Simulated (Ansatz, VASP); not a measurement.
# C in VASP and in Ansatz

The input INCAR:

```
SYSTEM = C
  PREC = Accurate
  ENCUT = 520
  EDIFF = 1E-6
  ISMEAR = 0
  SIGMA = 0.2
  LREAL = .False.
  LASPH = .True.
  NELM = 60
  ALGO = Normal
  ISIF = 2
  LWAVE = .False.
  LCHARG = .False.
  GGA = PE
  NBANDS = 16
```

Contents of KPOINTS:

```
regular mesh
0
Gamma
  8 6 6
  0 0 0
```

File POSCAR:

```
C
1.0
    1.2332482724     -2.1360486662      0.0000000000
   -3.6997448173     -2.1360486662      0.0000000000
    0.0000000000      0.0000000000     -4.4289214344
C
4
Direct
    0.0000000000      0.6666666667      0.5000000000
    0.5000000000      0.1666666667      0.5000000000
    0.5000000000      0.8333333333      0.5000000000
    0.0000000000      0.3333333333      0.5000000000
```

Input for Ansatz:

```yaml
crystal:
  lattice:
    - [1.2332482724, -2.1360486662, 0.0]
    - [-3.6997448173, -2.1360486662, 0.0]
    - [0.0, 0.0, -4.4289214344]
  atoms:
    - { symbol: C, position: [0.0, 0.6666666667, 0.5] }
    - { symbol: C, position: [0.5, 0.1666666667, 0.5] }
    - { symbol: C, position: [0.5, 0.8333333333, 0.5] }
    - { symbol: C, position: [0.0, 0.3333333333, 0.5] }
basis:
  ecutwfc: 420
kpoints:
  mp_grid: { grid: [8, 6, 6] }
hamiltonian:
  xc: pbe
scf:
  occupations: { method: gaussian, width: 0.2 }
  lower_state_search: "off"
output:
  forces: true
  stress: true
  eigenvalues: true
```

Alike in both runs: task single point; functional PBE; k mesh 8 × 6 × 6; occupations gaussian, width 0.2 eV; no spin polarisation.

```csv
,VASP,Ansatz
version,VASP 6.6.1,Ansatz 0.2.0
potentials or method,"VASP PAW PBE potentials, release 64 (C), cutoff 520 eV","scalar-relativistic, plane waves, PAW"
valence electrons in the cell,16,16
```

```tsv
	VASP	Ansatz	Ansatz less VASP
gap on the k mesh at the Fermi level (eV)	1.03	1.03	0.000
least direct gap on the mesh (eV)	1.22	1.22	0.000
pressure (GPa)	0.4	0.0	-0.33
traceless stress, the component that is largest in VASP (GPa)	-0.47	-0.47	0.000
rms of the force components (eV/Å)	0.041	0.041	+0.0001
```

Atom by atom the forces differ by 0.000 eV/Å (rms over components).
